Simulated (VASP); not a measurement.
Nb, 2 atoms in the cell. It takes space group Fd-3m (No. 227, cubic). Conventional cell: a = 5.487 Å, b = 5.487 Å, c = 5.487 Å, α = 90.00°, β = 90.00°, γ = 90.00°. Within 3.1 Å of Nb (site symmetry -43m) lie 4 Nb at 2.38 Å.  This cell differs from its parent crystal: volume scaled by 0.8.

- Program: VASP 6.6.1
- Task: single point
- Functional: PBE
- Potentials or basis: VASP PAW PBE potentials, release 64 (Nb_sv)
- Cutoff: 520 eV
- k mesh: 13 × 13 × 13
- Occupations: fermi-dirac, width 0.08 eV
- Spin: no spin polarisation
- Dipole correction: no
- Further INCAR settings: ALGO = Normal; EDIFF = 1e-07; NBANDS = 20

Potentials or basis: VASP PAW PBE potentials, release 64 (Nb_sv).

The run is started by

```sh
$ cat potpaw_PBE.64/Nb_sv/POTCAR > POTCAR
$ mpirun -np 1 vasp_std > vasp.out
```

Hardware: 1 thread of Intel Xeon 6975P-C, on a shared host.

Task: How long does it take, and how much memory?

Result: It took 76 s on 1 thread of Intel Xeon 6975P-C, on a shared host, peak memory 0.2 GiB. Counts: scf iterations 14, k points 84.
